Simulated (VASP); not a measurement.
A run of VASP 6.6.1 is set up as follows.

File INCAR:

```
PREC = Accurate
ENCUT = 520
EDIFF = 1E-6
ISMEAR = -1
SIGMA = 0.05
LREAL = F
LASPH = T
NELM = 150
ALGO = Normal
ISIF = 2
LWAVE = F
LCHARG = T
ISPIN = 2
MAGMOM = 2 0
LORBIT = 11
LMAXMIX = 4
GGA = PS
IVDW = 13
LELF = T
LVHAR = T
NBANDS = 18
```

KPOINTS

```
Automatic mesh
0
Gamma
  11 11 11
```

Contents of POSCAR:

```
CoO
1.0
    0.0000000000      2.0778808729      2.0778808729
    2.0778808729      0.0000000000      2.0778808729
    2.0778808729      2.0778808729      0.0000000000
Co O
1 1
Direct
    0.0000000000      0.0000000000      0.0000000000
    0.5000000000      0.5000000000      0.5000000000
```

Potentials or basis: VASP PAW PBE potentials, release 64 (Co, O).

Command:

```sh
$ cat potpaw_PBE.64/Co/POTCAR potpaw_PBE.64/O/POTCAR > POTCAR
$ mpirun -np 1 vasp_std > vasp.out
```

Problem. What does it give for the net moment?

Solution. 2.72 μB per cell.

Problem. Estimate the site moments.

Solution. Co +2.40; O +0.27 μB.

Problem. Estimate the dispersion energy per atom.

Solution. -0.166 eV.

Problem. Predict the pressure.

Solution. -0.9 GPa.

Caveat: the PAW data sets were made with another functional, which shifts forces and pressure a little; a cell with one magnetic atom can't hold antiferromagnetic order, which such compounds often take; pairwise dispersion overbinds metals, which lowers pressure and volume.
